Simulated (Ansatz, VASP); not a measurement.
Two plane-wave programs on Mg2C3

```
Mg C
1.0
     2.41550   -2.35000    0.00000
     2.41550    2.35000    0.00000
    -1.22707    0.00000    4.83328
Mg C
2 3
Cartesian
  3.6601 0.0000 0.9720
  -0.0561 0.0000 3.8613
  1.1231 0.0000 1.2639
  2.4808 0.0000 3.5694
  1.8020 0.0000 2.4166
```

Alike in both runs: task relaxation of cell and atoms; functional r2SCAN; k mesh 6 × 6 × 4; occupations gaussian, width 0.1 eV; no spin polarisation.

```csv
,VASP,Ansatz
version,VASP 6.6.1,Ansatz 0.2.0
potentials or method,"VASP PAW PBE potentials, release 64 (Mg, C), cutoff 600 eV","scalar-relativistic, plane waves, PAW"
valence electrons in the cell,16,32
```

```tsv
	VASP	Ansatz	Ansatz less VASP
gap on the k mesh at the Fermi level, each at its own relaxed structure (eV)	2.04	1.97	-0.071
relaxed volume (Å³/atom)	10.78	10.83	+0.055
relaxed cell length with the largest relative difference (Å)	4.960	4.985	+0.0246
```

VASP's potentials were made for PBE, not for r2SCAN. VASP's potentials hold 16 valence electrons a cell and Ansatz's 32, so a difference there can come from the potentials and not from the codes.
